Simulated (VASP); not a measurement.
# MgH2 (P4/mmm) in VASP: a series of runs

The runs below take MgH2 through single point, relaxation of cell and atoms, with PBE.

Program: VASP 6.6.1. These are calculated values, not measurements. Logs are shortened: lines on timing, memory, paths and dates and some standing lists are left out, and cuts for length are marked.

### Step 1. The cell of the first run

The structure is tetragonal, space group P4/mmm (No. 123). Conventional cell: a = 3.705 Å, b = 3.705 Å, c = 5.586 Å, α = 90.00°, β = 90.00°, γ = 90.00°. Mg (site symmetry 4/mmm) has 4 H at 1.85 Å within 2.5 Å. H (site symmetry mmm) has 2 Mg at 1.85 Å within 2.5 Å.

### Step 2. Single point, PBE

INCAR

```
SYSTEM = MgH2
PREC = Accurate ; ENCUT = 520
EDIFF = 1E-7 ; ISMEAR = 0
SIGMA = 0.02 ; LREAL = .FALSE.
LASPH = .TRUE. ; NELM = 60
ALGO = Normal ; ISIF = 2
LWAVE = .FALSE. ; LCHARG = .FALSE.
GGA = PE ; NBANDS = 9
```

KPOINTS

```
Automatic mesh
0
G
  8 8 6
  0 0 0
```

POSCAR

```
MgH2
1.0
    3.7048226192      0.0000000000      0.0000000000
    0.0000000000      3.7048226192      0.0000000000
    0.0000000000      0.0000000000      5.5863777115
Mg H
1 2
Direct
    0.0000000000      0.0000000000      0.0000000000
    0.5000000000      0.0000000000      0.0000000000
    0.0000000000      0.5000000000      0.0000000000
```

Potentials or basis: VASP PAW PBE potentials, release 64 (Mg, H).

The run is started by

```sh
> cat potpaw_PBE.64/Mg/POTCAR potpaw_PBE.64/H/POTCAR > POTCAR
> mpirun -np 1 vasp_std > vasp.out
```

OUTCAR:

```text
SYSTEM = MgH2
   PREC = Accurate
   ENCUT = 520
   EDIFF = 1E-7
   ISMEAR = 0
   LREAL = .FALSE.
   LASPH = .TRUE.
   NELM = 60
   ISIF = 2
   GGA = PE

 ion  position               nearest neighbor table
   1  0.000  0.000  0.000-   2 1.85   3 1.85   3 1.85   2 1.85
   2  0.500  0.000  0.000-   1 1.85   1 1.85
   3  0.000  0.500  0.000-   1 1.85   1 1.85

  LATTYP: Found a simple tetragonal cell.
 ALAT       =     3.7048226192
 C/A-ratio  =     1.5078664448

  Lattice vectors:

 A1 = (   3.7048226192,   0.0000000000,   0.0000000000)
 A2 = (   0.0000000000,   3.7048226192,   0.0000000000)
 A3 = (   0.0000000000,   0.0000000000,   5.5863777115)

Analysis of symmetry for initial positions (statically):
=====================================================================
 Subroutine PRICEL returns:
 Original cell was already a primitive cell.

 Routine SETGRP: Setting up the symmetry group for a
 simple tetragonal supercell.

 Subroutine GETGRP returns: Found 16 space group operations
 (whereof 16 operations were pure point group operations)
 out of a pool of 16 trial point group operations.

The static configuration has the point symmetry D_4h.

Analysis of symmetry for dynamics (positions and initial velocities):
=====================================================================
 Subroutine PRICEL returns:
 Original cell was already a primitive cell.

 Routine SETGRP: Setting up the symmetry group for a
 simple tetragonal supercell.

 Subroutine GETGRP returns: Found 16 space group operations
 (whereof 16 operations were pure point group operations)
 out of a pool of 16 trial point group operations.

The dynamic configuration has the point symmetry D_4h.

 Subroutine INISYM returns: Found 16 space group operations
 (whereof 16 operations are pure point group operations),
 and found     1 'primitive' translations

----------------------------------------------------------------------------------------

                                     Primitive cell

  volume of cell :      76.6770

  direct lattice vectors                    reciprocal lattice vectors
     3.704822619  0.000000000  0.000000000     0.269918456  0.000000000  0.000000000
     0.000000000  3.704822619  0.000000000     0.000000000  0.269918456  0.000000000
     0.000000000  0.000000000  5.586377711     0.000000000  0.000000000  0.179006872

  length of vectors
     3.704822619  3.704822619  5.586377711     0.269918456  0.269918456  0.179006872

  position of ions in fractional coordinates (direct lattice)
     0.000000000  0.000000000  0.000000000
     0.500000000  0.000000000  0.000000000
     0.000000000  0.500000000  0.000000000

  ion indices of the primitive-cell ions
   primitive index   ion index
                 1           1
                 2           2
                 3           3

----------------------------------------------------------------------------------------

 KPOINTS: Automatic mesh

Automatic generation of k-mesh.
 Grid dimensions read from file:
 generate k-points for:    8    8    6

 Generating k-lattice:

  Cartesian coordinates                     Fractional coordinates (reciprocal lattice)
     0.033739807  0.000000000  0.000000000     0.125000000  0.000000000  0.000000000
     0.000000000  0.033739807  0.000000000     0.000000000  0.125000000  0.000000000
     0.000000000  0.000000000  0.029834479     0.000000000  0.000000000  0.166666667

  Length of vectors
     0.033739807  0.033739807  0.029834479

  Shift w.r.t. Gamma in fractional coordinates (k-lattice)
     0.000000000  0.000000000  0.000000000

 Subroutine IBZKPT returns following result:
 ===========================================

 Found     60 irreducible k-points:

 Following reciprocal coordinates:
            Coordinates               Weight
  0.000000  0.000000  0.000000      1.000000
  0.125000  0.000000  0.000000      4.000000
  0.250000  0.000000  0.000000      4.000000
  0.375000  0.000000  0.000000      4.000000
  0.500000  0.000000  0.000000      2.000000
  0.125000  0.125000  0.000000      4.000000
[... 16 lines left out ...]
  0.375000  0.125000  0.166667     16.000000
  0.500000  0.125000  0.166667      8.000000
 [... further k-points ...]
   k-points           NKPTS =     60   k-points in BZ     NKDIM =     60   number of bands    NBANDS=      9
   number of dos      NEDOS =    301   number of ions     NIONS =      3
   total plane-waves  NPLWV =  32928
   dimension x,y,z NGX =    28 NGY =   28 NGZ =   42
   dimension x,y,z NGXF=    56 NGYF=   56 NGZF=   84
   ions per type =               1   2
   NGX,Y,Z   is equivalent  to a cutoff of  12.56, 12.56, 12.50 a.u.
   NGXF,Y,Z  is equivalent  to a cutoff of  25.13, 25.13, 25.00 a.u.
 SYSTEM =  MgH2
   PREC   = accura    normal or accurate (medium, high low for compatibility)
   ISTART =      0    job   : 0-new  1-cont  2-samecut
   ICHARG =      2    charge: 1-file 2-atom 10-const
   ISPIN  =      1    spin polarized calculation?
   LNONCOLLINEAR =      F non collinear calculations
   LSORBIT =      F    spin-orbit coupling
   LASPH  =      T    aspherical Exc in radial PAW
   ENCUT  =  520.0 eV  38.22 Ry    6.18 a.u.   6.89  6.89 10.39*2*pi/ulx,y,z
   NELM   =     60;   NELMIN=  2; NELMDL= -5     # of ELM steps
   EDIFF  = 0.1E-06   stopping-criterion for ELM
   LREAL  =      F    real-space projection
   EDIFFG = 0.1E-05   stopping-criterion for IOM
   NSW    =      0    number of steps for IOM
   IBRION =     -1    ionic relax: 0-MD 1-quasi-New 2-CG
   NFREE  =      0    steps in history (QN), initial steepest desc. (CG)
   ISIF   =      2    stress and relaxation
   ISYM   =      2    0-nonsym 1-usesym 2-fastsym
   POTIM  = 0.5000    time-step for ionic-motion
   TEBEG  =    0.0;   TEEND  =   0.0 temperature during run
   PSTRESS=    0.0 pullay stress
   NELECT =       4.0000    total number of electrons
   NUPDOWN=      -1.0000    fix difference up-down
   EMIN   =  10.00;   EMAX   =-10.00  energy-range for DOS
   EFERMI =   0.00;   METHOD = LEGACY
   ISMEAR =     0;   SIGMA  =   0.02  broadening in eV -4-tet -1-fermi 0-gaus
   EFERMI_NEDOS =   21; number of points for ismear=-14 and -15
   IALGO  =     38    algorithm
   IMIX   =      4    mixing-type and parameters
     AMIX     =   0.40;   BMIX     =  1.00
     AMIX_MAG =   1.60;   BMIX_MAG =  1.00
  volume/ion in A,a.u.               =      25.56       172.48
  Fermi-wavevector in a.u.,A,eV,Ry     =   0.611702  1.155949  5.091016  0.374179
  Thomas-Fermi vector in A             =   1.667722
   LORBIT       =      0    0 simple, 1 ext, 2 COOP (PROOUT), +10 PAW based schemes
   GGA     = PE    functional components
   LHFCALC =     F    Hartree Fock is set to
   AEXX    =    0.0000 exact exchange contribution
   IVDW    =     0    specifies the selected vdW correction
   LEPSILON=     F    determine dielectric tensor
   LRPA    =     F    only Hartree local field effects (RPA)
 non-spin polarized calculation
 Gauss-broadening in eV      SIGMA  =   0.02
  energy-cutoff  :      520.00
  volume of cell :       76.68
 maximum number of plane-waves:      2090
 NGX is ok and might be reduce to    28
   NGX = 13   NGY = 13   NGZ = 21

 number of electron       3.9999998 magnetization

 Free energy of the ion-electron system (eV)
  ---------------------------------------------------
  ext. energy  EPLUGINS =         0.00000000
  ---------------------------------------------------
  free energy    TOTEN  =        -7.78258999 eV

  energy without entropy =       -7.78258999  energy(sigma->0) =       -7.78258999

 E-fermi :  -1.7589     XC(G=0):  -4.8716

 val. band max:       -1.8433925012   @ k =   0.0000   0.0000   0.5000
 cond. band min:      -0.9337608547   @ k =   0.0000   0.0000   0.5000
 fundamental gap:      0.9096316465
 Fermi energy:        -1.7588678544

 k-point     1 :       0.0000    0.0000    0.0000
  band No.  band energies     occupation
      1      -7.1272      2.00000
      2      -1.8537      2.00000
      3       0.8561      0.00000
      4       1.2903      0.00000
      5       5.3719      0.00000
      6       5.3719      0.00000
      7       8.0120      0.00000
      8      11.1914      0.00000
      9      11.2628      0.00000

 k-point     2 :       0.1250    0.0000    0.0000
  band No.  band energies     occupation
      1      -6.9806      2.00000
      2      -2.1220      2.00000
      3       1.0124      0.00000
      4       1.4321      0.00000
      5       4.9567      0.00000
      6       5.5149      0.00000
      7       8.8923      0.00000
      8       9.0247      0.00000
      9      10.3667      0.00000

 k-point     3 :       0.2500    0.0000    0.0000
  band No.  band energies     occupation
      1      -6.5491      2.00000
      2      -2.8575      2.00000
      3       1.4746      0.00000
      4       1.8421      0.00000
      5       4.5165      0.00000
      6       5.9343      0.00000
      7       6.9424      0.00000
      8       8.5051      0.00000
      9       9.8858      0.00000

 k-point     4 :       0.3750    0.0000    0.0000
  band No.  band energies     occupation
      1      -5.8641      2.00000
      2      -3.8486      2.00000
      3       2.2004      0.00000
      4       2.4398      0.00000
      5       4.2691      0.00000
      6       5.2379      0.00000
      7       6.5716      0.00000
      8       7.3047      0.00000
      9       8.9514      0.00000

 k-point     5 :       0.5000    0.0000    0.0000
  band No.  band energies     occupation
      1      -5.1664      2.00000
      2      -4.6715      2.00000
      3       2.7919      0.00000
      4       2.8464      0.00000
      5       4.0568      0.00000
      6       4.3194      0.00000
      7       6.9252      0.00000
      8       7.0360      0.00000
      9       8.4911      0.00000

 k-point     6 :       0.1250    0.1250    0.0000
  band No.  band energies     occupation
      1      -6.8354      2.00000
      2      -2.3210      2.00000
      3       1.1685      0.00000
      4       1.5633      0.00000
      5       4.1849      0.00000
      6       6.2819      0.00000
      7       8.9732      0.00000
      8       9.2882      0.00000
      9       9.4208      0.00000
[... 169 lines left out ...]
 k-point    21 :       0.1250    0.1250    0.1667
  band No.  band energies     occupation
      1      -6.8182      2.00000
      2      -2.3171      2.00000
      3       0.2976      0.00000
      4       2.7045      0.00000
      5       4.2733      0.00000
      6       6.3235      0.00000
      7       8.3469      0.00000
      8       8.5748      0.00000
      9       9.5158      0.00000

 k-point    22 :       0.2500    0.1250    0.1667
  band No.  band energies     occupation
      1      -6.3924      2.00000
      2      -2.9134      2.00000
      3       0.7625      0.00000
      4       2.9153      0.00000
      5       3.8947      0.00000
      6       6.2677      0.00000
      7       7.2063      0.00000
      8       8.4558      0.00000
      9       8.9627      0.00000

 k-point    23 :       0.3750    0.1250    0.1667
  band No.  band energies     occupation
      1      -5.7189      2.00000
      2      -3.7992      2.00000
      3       1.4895      0.00000
      4       3.0860      0.00000
      5       3.9978      0.00000
      6       4.9937      0.00000
      7       6.8575      0.00000
      8       7.4498      0.00000
      9       8.9040      0.00000

 k-point    24 :       0.5000    0.1250    0.1667
  band No.  band energies     occupation
      1      -5.0294      2.00000
      2      -4.5843      2.00000
      3       2.0779      0.00000
      4       3.3086      0.00000
      5       3.3347      0.00000
      6       5.2204      0.00000
      7       6.0417      0.00000
      8       7.1237      0.00000
      9       9.0232      0.00000

 [... further k-points ...]
[... 5 lines left out ...]
  --------------------------------------------------------------------------------------
  -------------------------------------------------------------------------------------
  Total       -0.0443922     -0.0443922     -0.0089254      0.0000000     -0.0000000      0.0000000
  in kB       -0.9275822     -0.9275822     -0.1864973      0.0000000     -0.0000000      0.0000000
  external PRESSURE =      -0.6805539 kB  Pullay stress =       0.0000000 kB

 VOLUME and BASIS-vectors are now :
 -----------------------------------------------------------------------------
  energy-cutoff  :      520.00
  volume of cell :       76.68
      direct lattice vectors                 reciprocal lattice vectors
     3.704822619  0.000000000  0.000000000     0.269918456  0.000000000  0.000000000
     0.000000000  3.704822619  0.000000000     0.000000000  0.269918456  0.000000000
     0.000000000  0.000000000  5.586377711     0.000000000  0.000000000  0.179006872

 POSITION                                       TOTAL-FORCE (eV/Angst)
 -----------------------------------------------------------------------------------
      0.00000      0.00000      0.00000         0.000000      0.000000      0.000000
      1.85241      0.00000      0.00000         0.000000      0.000000      0.000000
      0.00000      1.85241      0.00000         0.000000      0.000000      0.000000
 -----------------------------------------------------------------------------------
    total drift:                                0.000000      0.000000     -0.000000

  FREE ENERGIE OF THE ION-ELECTRON SYSTEM (eV)
  ---------------------------------------------------
  free  energy   TOTEN  =        -7.7825899921 eV

  energy  without entropy=       -7.7825899921  energy(sigma->0) =       -7.78258999
```

Run time: 68 s. Hardware: 1 thread of AMD EPYC 7R13, shared host; peak memory 0.17 GiB.

Results:

| Item | Value |
| --- | --- |
| Free energy | -7.7826 eV |
| Pressure | -0.1 GPa |
| Band gap on the k mesh | 0.91 eV, direct |

A k mesh can miss the band edges. PBE gaps usually lie below the measured ones, often by a third to a half.

### Step 3. Relaxation of cell and atoms, PBE

INCAR

```
ALGO = Normal
EDIFF = 1E-6
EDIFFG = -0.01
ENCUT = 600
GGA = PE
IBRION = 2
ISIF = 3
ISMEAR = 0
LASPH = T
LCHARG = F
LREAL = F
LWAVE = F
NELM = 80
NSW = 100
PREC = Accurate
SIGMA = 0.02
```

KPOINTS

```
k-points
0
Gamma
  8 8 6
```

POSCAR is that of step 2.

Potentials or basis: VASP PAW PBE potentials, release 64 (Mg, H).

The run is started by

```sh
> cat potpaw_PBE.64/Mg/POTCAR potpaw_PBE.64/H/POTCAR > POTCAR
> mpirun -np 1 vasp_std > vasp.out
```

It took 69 s on 1 thread of AMD EPYC 7R13, shared host; peak memory 0.18 GiB.

Results (log left out):

```yaml
Free_energy: -7.7833 eV
Pressure_after_relaxing: 0.0 GPa
Band_gap_on_the_k_mesh: 0.91 eV, direct
```

Stress tensor (GPa, compression positive):
```
-0.06  0.00  0.00
 0.00 -0.06  0.00
 0.00  0.00  0.02
```

Final structure:
```
CELL_PARAMETERS angstrom
3.70482 0.00000 0.00000
0.00000 3.70482 0.00000
0.00000 0.00000 5.58638
ATOMIC_POSITIONS crystal
Mg 0.00000 0.00000 0.00000
H 0.50000 0.00000 0.00000
H 0.00000 0.50000 0.00000
```

Levels at points of the mesh, in eV from the valence-band top:
```csv
k point,band 1,band 2,band 3,band 4,band 5,band 6
"(0.00, 0.00, 0.00)",-5.28,-0.01,2.70,3.13,7.22,7.22
"(0.50, 0.00, 0.00)",-3.32,-2.83,4.64,4.69,5.90,6.16
"(0.50, 0.50, 0.00)",-2.23,-2.23,2.14,4.53,6.69,7.78
"(0.00, 0.00, 0.50)",-5.21,0.00,0.91,7.03,7.36,7.36
"(0.50, 0.00, 0.50)",-3.26,-2.78,3.06,4.20,6.33,8.71
"(0.50, 0.50, 0.50)",-2.20,-2.20,2.43,4.84,5.26,6.18
```

Caveat: the relaxation stopped at its first step, so nothing moved.
